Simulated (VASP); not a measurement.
## FeP3: single point with PBE

Crystal: FeP3.

```xyz
4
Lattice="3.9400 0.0000 0.0000 0.0000 3.9400 0.0000 0.0000 0.0000 3.9400" Properties=species:S:1:pos:R:3 pbc="T T T"
Fe    0.0000    0.0000    0.0000
P     0.0000    1.9700    1.9700
P     1.9700    0.0000    1.9700
P     1.9700    1.9700    0.0000
```

* Program: VASP 6.6.1
* Task: single point
* Functional: PBE
* Potentials or basis: VASP PAW PBE potentials, release 64 (Fe, P)
* Cutoff: 520 eV
* k mesh: 4 × 4 × 4
* Occupations: gaussian, width 0.1 eV
* Spin: collinear spin, ferromagnetic start
* Starting moments: [4.0, 0.0, 0.0, 0.0] μB

| Property | Result |
| --- | --- |
| Pressure | -10.6 GPa |
| Net moment | 1.71 μB per cell |
| Site moments | Fe +2.10; P -0.07 μB |
| Valence electrons inside the program's atomic spheres | Fe 6.84; P 2.32 |

Levels at points of the mesh, in eV from the Fermi level:
Spin up:
```
           k point  band 10  band 11  band 12  band 13  band 14  band 15
(0.00, 0.00, 0.00)    -1.57    -1.57    -0.48     0.67     0.67     0.67
(0.50, 0.00, 0.00)    -2.15    -1.26    -1.21    -1.21    -1.20     0.87
(0.50, 0.50, 0.00)    -1.70    -1.59    -1.20    -1.20     0.38     0.38
(0.50, 0.50, 0.50)    -1.68    -1.65    -1.65    -1.43     4.36     4.36
```
Spin down:
```csv
k point,band 9,band 10,band 11,band 12,band 13,band 14
"(0.00, 0.00, 0.00)",-0.32,-0.28,-0.25,-0.24,0.48,0.48
"(0.50, 0.00, 0.00)",-1.83,-1.35,-0.17,-0.01,0.49,0.49
"(0.50, 0.50, 0.00)",-1.32,-1.32,-0.32,-0.31,0.56,1.89
"(0.50, 0.50, 0.50)",-0.14,-0.14,0.58,0.58,0.58,4.27
```

It took 80 s on 1 thread of Intel Xeon 8259CL, on a shared host, peak memory 0.19 GiB.

Caveat: the k points lie up to 0.40 Å⁻¹ apart; a cell with one magnetic atom can't hold antiferromagnetic order, which such compounds often take.
